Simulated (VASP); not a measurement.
Set up this calculation in VASP 6.6.1, as the native input.

* Task: single point
* Functional: PBE
* Potentials or basis: VASP PAW PBE potentials, release 64 (Al, In_d, As)
* Cutoff: 520 eV
* k mesh: 6 × 6 × 4
* Occupations: gaussian, width 0.02 eV
* Spin: no spin polarisation
* Dipole correction: no
* Further INCAR settings: ALGO = Normal; EDIFF = 1e-06; NBANDS = 41

The structure of Al5InAs6 lies in POSCAR:

```
Al5InAs6
1.0
    7.0865126870     -0.0000000289      0.0000000000
   -3.5432563185      6.1371000257      0.0000000000
    0.0000000000      0.0000000000      6.7247279000
Al In As
5 1 6
Direct
    0.3383250000      0.3383250000      0.0002950000
    0.0000000000      0.6616750000      0.0002950000
    0.6616750000      0.0000000000      0.0002950000
    0.6666666667      0.3333333333      0.5008870000
    0.3333333333      0.6666666667      0.5008870000
    0.0000000000      0.0000000000      0.5018170000
    0.3527930000      0.3527930000      0.3697590000
    0.0000000000      0.6472070000      0.3697590000
    0.6472070000      0.0000000000      0.3697590000
    0.6666666667      0.3333333333      0.8718450000
    0.3333333333      0.6666666667      0.8718450000
    0.0000000000      0.0000000000      0.8985550000
```

The input as run:

INCAR

```
PREC = Accurate ; ENCUT = 520
EDIFF = 1E-6 ; ISMEAR = 0
SIGMA = 0.02 ; LREAL = F
LASPH = T ; NELM = 100
ALGO = Normal ; ISIF = 2
LWAVE = F ; LCHARG = T
GGA = PE ; LELF = T
LVHAR = T ; NBANDS = 41
```

KPOINTS

```
regular mesh
0
Gamma
  6 6 4
```

Potentials or basis: VASP PAW PBE potentials, release 64 (Al, In_d, As).

The run is started by

```bash
$ cat potpaw_PBE.64/Al/POTCAR potpaw_PBE.64/In_d/POTCAR potpaw_PBE.64/As/POTCAR > POTCAR
$ mpirun -np 1 vasp_std > vasp.out
```

It gave:

* Pressure: 0.1 GPa
* Largest force: 0.011 eV/Å
* Band gap on the k mesh: 1.35 eV, direct

Caveat: spin-orbit coupling is left out, which moves the levels of the heavy elements.

It took 3.9 min on 1 thread of AMD EPYC 9R45 96-Core Processor (Zen 5) (shared host), peak memory 0.47 GiB.
